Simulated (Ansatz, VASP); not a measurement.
One calculation of ScBi3, two programs

Contents of INCAR:

```
SYSTEM = ScBi3
PREC = Accurate
ENCUT = 520
EDIFF = 1E-7
ISMEAR = 0
SIGMA = 0.1
LREAL = .FALSE.
LASPH = .TRUE.
NELM = 80
ALGO = Normal
ISIF = 2
LWAVE = .FALSE.
LCHARG = .FALSE.
GGA = PE
NBANDS = 36
```

File KPOINTS:

```
regular mesh
0
G
  2 2 2
  0 0 0
```

Contents of POSCAR:

```
ScBi3
1.0
   -2.3150920000      2.3150920000      5.4106620000
    2.3150920000     -2.3150920000      5.4106620000
    2.3150920000      2.3150920000     -5.4106620000
Sc Bi
1 3
Direct
    0.0000000000      0.0000000000      0.0000000000
    0.7500000000      0.2500000000      0.5000000000
    0.2500000000      0.7500000000      0.5000000000
    0.5000000000      0.5000000000      0.0000000000
```

Input for Ansatz:

```yaml
crystal:
  lattice:
    - [-2.315092, 2.315092, 5.410662]
    - [2.315092, -2.315092, 5.410662]
    - [2.315092, 2.315092, -5.410662]
  atoms:
    - { symbol: Sc, position: [0.0, 0.0, 0.0] }
    - { symbol: Bi, position: [0.75, 0.25, 0.5] }
    - { symbol: Bi, position: [0.25, 0.75, 0.5] }
    - { symbol: Bi, position: [0.5, 0.5, 0.0] }
basis:
  ecutwfc: "20 Ha"
kpoints:
  mp_grid: { grid: [2, 2, 2] }
hamiltonian:
  xc: pbe
scf:
  occupations: { method: gaussian, width: 0.1 }
  eigensolver: { kind: davidson, full_accuracy: true }
  max_iter: 76
output:
  forces: true
  stress: true
  eigenvalues: true
```

Alike in both runs: task single point; functional PBE; k mesh 2 × 2 × 2; occupations gaussian, width 0.1 eV; no spin polarisation.

|  | VASP | Ansatz |
| --- | --- | --- |
| version | VASP 6.6.1 | Ansatz 0.2.0 |
| potentials or method | VASP PAW PBE potentials, release 64 (Sc_sv, Bi_d), cutoff 520 eV | scalar-relativistic, plane waves, PAW |
| valence electrons in the cell | 56 | 56 |

VASP gave:

- gap on the k mesh at the Fermi level (eV): none
- pressure (GPa): 0.2
- traceless stress, the component that is largest in VASP (GPa): -7.72

**Question.** Which values does Ansatz return?

**Answer.** gap on the k mesh at the Fermi level (eV): none; pressure (GPa): 0.3; traceless stress, the component that is largest in VASP (GPa): -7.72.

A gap of «none» marks a metal or a gap that the smearing closes. With one functional, cell and mesh, what is left measures potentials, basis and numerics.

The k mesh is coarse, so the values compare programs but aren't converged. Neither program's run includes spin-orbit coupling.
